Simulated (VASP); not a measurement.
Here is a VASP 6.6.1 calculation.

Contents of INCAR:

```
PREC = Accurate
ENCUT = 520
EDIFF = 1E-7
ISMEAR = 0
SIGMA = 0.1
LREAL = F
LASPH = T
NELM = 150
ALGO = Normal
ISIF = 2
LWAVE = F
LCHARG = F
ISPIN = 2
MAGMOM = 0 0 0 0 0 0 0 0 0 0 0 0 1 0
LORBIT = 11
LDIPOL = T
IDIPOL = 3
DIPOL = 0.5 0.5 0.295
GGA = PE
NBANDS = 40
```

File KPOINTS:

```
Automatic mesh
0
Gamma
  5 5 1
```

POSCAR

```
Al12NO
1.0
    5.7143028096      0.0000000000      0.0000000000
    0.0000000000      5.7143028096      0.0000000000
    0.0000000000      0.0000000000     22.1750227966
Al N O
12 1 1
Direct
    0.2500000000      0.2500000000      0.1803831291
    0.2500000000      0.7500000000      0.1803831291
    0.7500000000      0.2500000000      0.1803831291
    0.7500000000      0.7500000000      0.1803831291
    0.0000000000      0.0000000000      0.2744094953
    0.0000000000      0.5000000000      0.2744094953
    0.5000000000      0.0000000000      0.2744094953
    0.5000000000      0.5000000000      0.2744094953
    0.2500000000      0.2500000000      0.3686590481
    0.2500000000      0.7500000000      0.3686590481
    0.7500000000      0.2500000000      0.3686590481
    0.7500000000      0.7500000000      0.3686590481
    0.3837128479      0.5000000000      0.4191663243
    0.6162871521      0.5000000000      0.4191663243
```

Potentials or basis: VASP PAW PBE potentials, release 64 (Al, N, O).

The run is started by

```console
$ cat potpaw_PBE.64/Al/POTCAR potpaw_PBE.64/N/POTCAR potpaw_PBE.64/O/POTCAR > POTCAR
$ mpirun -np 1 vasp_std > vasp.out
```

What does it give for the largest force?

4.581 eV/Å.

What does it give for the net moment?

0.00 μB per cell.

Forces on the atoms (eV/Å):
```
Al   0.011 -0.031  0.088
Al   0.011  0.031  0.088
Al  -0.011  0.084  0.071
Al  -0.011 -0.084  0.071
Al  -0.020  0.000 -0.170
Al  -0.110  0.000 -0.019
Al   0.050  0.000  0.138
Al   0.135  0.000 -0.188
Al  -0.409 -0.111  0.354
Al  -0.409  0.111  0.354
Al   0.403 -0.350  0.007
Al   0.403  0.350  0.007
N   -4.504  0.000 -0.836
O    4.460  0.000  0.036
```
